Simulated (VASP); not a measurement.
Zn, 2 atoms in the cell. Symmetry: P6_3/mmc, No. 194, hexagonal system. The conventional cell has a = 2.670 Å, b = 2.670 Å, c = 4.966 Å, α = 90.00°, β = 90.00°, γ = 120.00°. Within 3.5 Å of Zn (site symmetry -6m2) lie 12 Zn at 2.67 to 2.92 Å. 

```yaml
Program: VASP 6.6.1
Task: relaxation of cell and atoms
Functional: LDA
Potentials_or_basis: VASP PAW LDA potentials, release 64 (Zn)
Cutoff: 600 eV
k_mesh: 7 × 7 × 4
Occupations: fermi-dirac, width 0.1 eV
Spin: no spin polarisation
Dipole_correction: no
Further_INCAR_settings: ALGO = Normal; EDIFF = 1e-06; IBRION = 2; EDIFFG = -0.02; NSW = 80; ISIF = 3
```

Potentials or basis: VASP PAW LDA potentials, release 64 (Zn).

Run with:

```sh
$ cat potpaw_LDA.64/Zn/POTCAR > POTCAR
$ mpirun -np 1 vasp_std > vasp.out
```

Hardware: 1 thread of Intel(R) Xeon(R) 6975P-C (Granite Rapids), with other jobs on the host.

Task: Estimate the wall time of this run.

Result: It took 16 s on 1 thread of Intel(R) Xeon(R) 6975P-C (Granite Rapids), on a shared host, peak memory 0.15 GiB. Counts: scf iterations 42, k points 24, ion steps 6.
